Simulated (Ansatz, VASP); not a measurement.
**Two plane-wave programs on InAs**

File INCAR:

```
  PREC = Accurate
  ENCUT = 520
  EDIFF = 1E-6
  ISMEAR = -1
  SIGMA = 0.05
  LREAL = F
  LASPH = T
  NELM = 100
  ALGO = Normal
  ISIF = 2
  LWAVE = F
  LCHARG = T
  GGA = PE
  LELF = T
  LVHAR = T
  NBANDS = 16
```

KPOINTS

```
Automatic mesh
0
Gamma
  8 8 8
```

File POSCAR:

```
InAs
1.0
    0.0000000000      2.8773040000      2.8773040000
    2.8773040000      0.0000000000      2.8773040000
    2.8773040000      2.8773040000      0.0000000000
In As
1 1
Direct
    0.5000000000      0.5000000000      0.5000000000
    0.0000000000      0.0000000000      0.0000000000
```

Contents of input.yaml:

```yaml
crystal:
  lattice:
    - [0.0, 2.877304, 2.877304]
    - [2.877304, 0.0, 2.877304]
    - [2.877304, 2.877304, 0.0]
  atoms:
    - { symbol: In, position: [0.5, 0.5, 0.5] }
    - { symbol: As, position: [0.0, 0.0, 0.0] }
hamiltonian:
  xc: pbe
  pseudopotentials: { kind: paw }
kpoints:
  mp_grid: { grid: [8, 8, 8] }
  band_path:
    path:
      - [[0.0, 0.0, 0.0], [0.5, 0.0, 0.5], [0.5, 0.25, 0.75], [0.375, 0.375, 0.75], [0.0, 0.0, 0.0], [0.5, 0.5, 0.5], [0.625, 0.25, 0.625], [0.5, 0.25, 0.75], [0.5, 0.5, 0.5], [0.375, 0.375, 0.75]]
      - [[0.625, 0.25, 0.625], [0.5, 0.0, 0.5]]
    npoints: 14
scf:
  occupations: { method: fermi_dirac, width: 0.05 }
  n_extra_bands: 6
output:
  forces: true
  stress: true
  eigenvalues: true
  fatbands: false
  write_density: true
  write_potential: true
  elf: true
  volumetric_format: npy
```

Alike in both runs: functional PBE; k mesh 8 × 8 × 8; occupations fermi-dirac, width 0.05 eV; no spin polarisation.

|  | VASP | Ansatz |
| --- | --- | --- |
| version | VASP 6.6.1 | Ansatz 0.2.0 |
| potentials or method | VASP PAW PBE potentials, release 64 (In_d, As) | Ansatz PAW |
| plane-wave cutoff (eV) | 520 | 420 |
| valence electrons in the cell | 18 | 28 |
| task | single point | band structure |

Ansatz gave:

```
gap on the k mesh at the Fermi level (eV) : none
pressure (GPa)                            : -0.1
```

Question: Which values does VASP return?

Answer: gap on the k mesh at the Fermi level (eV): none; pressure (GPa): 0.0.

A gap of «none» marks a metal or a gap that the smearing closes. The functional is the same, so the differences come from potentials, cutoffs and numerics. VASP's potentials hold 18 valence electrons a cell and Ansatz's 28, so a difference there can come from the potentials and not from the codes.
